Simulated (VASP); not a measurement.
Write the native input for VASP 6.6.1 that does the following.

| Quantity | Value |
| --- | --- |
| Task | single point |
| Functional | r2SCAN |
| Potentials or basis | VASP PAW PBE potentials, release 64 (Ca_sv) |
| Cutoff | 520 eV |
| k mesh | 16 × 16 × 16 |
| Occupations | fermi-dirac, width 0.1 eV |
| Spin | no spin polarisation |
| Dipole correction | no |
| Further INCAR settings | ALGO = Normal; EDIFF = 1e-07; NBANDS = 11 |

The system is Ca.

```
CELL_PARAMETERS angstrom
0.00000 2.78350 2.78350
2.78350 0.00000 2.78350
2.78350 2.78350 0.00000
ATOMIC_POSITIONS crystal
Ca 0.00000 0.00000 0.00000
```

The input as run:

POSCAR

```
Ca
1.0
    0.0000000000      2.7835023282      2.7835023282
    2.7835023282      0.0000000000      2.7835023282
    2.7835023282      2.7835023282      0.0000000000
Ca
1
Direct
    0.0000000000      0.0000000000      0.0000000000
```

INCAR.step1

```
SYSTEM = Ca
  PREC = Accurate
  ENCUT = 520
  ISMEAR = -1
  SIGMA = 0.1
  LREAL = .FALSE.
  LASPH = .TRUE.
  NELM = 100
  NBANDS = 11
  GGA = PE
  ALGO = Normal
  EDIFF = 1E-4
  LWAVE = .TRUE.
  LCHARG = .FALSE.
```

INCAR.step2

```
SYSTEM = Ca
  PREC = Accurate
  ENCUT = 520
  EDIFF = 1E-7
  ISMEAR = -1
  SIGMA = 0.1
  LREAL = .FALSE.
  LASPH = .TRUE.
  NELM = 100
  ALGO = Normal
  ISIF = 2
  LWAVE = .FALSE.
  LCHARG = .FALSE.
  METAGGA = R2SCAN
  LMIXTAU = .TRUE.
  NBANDS = 11
  ISTART = 1
```

KPOINTS

```
regular mesh
0
G
  16 16 16
  0 0 0
```

Potentials or basis: VASP PAW PBE potentials, release 64 (Ca_sv).

Run with:

```bash
$ cat potpaw_PBE.64/Ca_sv/POTCAR > POTCAR
$ cp INCAR.step1 INCAR
$ mpirun -np 1 vasp_std > vasp.out
$ cp INCAR.step2 INCAR
$ mpirun -np 1 vasp_std > vasp.out
```

Results of the run:

| Quantity | Value |
| --- | --- |
| Pressure | 0.1 GPa |
| Band gap on the k mesh | zero (bands 5 and 6 overlap by 0.57 eV) |

Caveat: the PAW data sets were made with another functional, which shifts forces and pressure a little.

Wall time 7.9 min on 1 thread of Intel Xeon 8259CL, with other jobs on the host, peak memory 0.22 GiB.
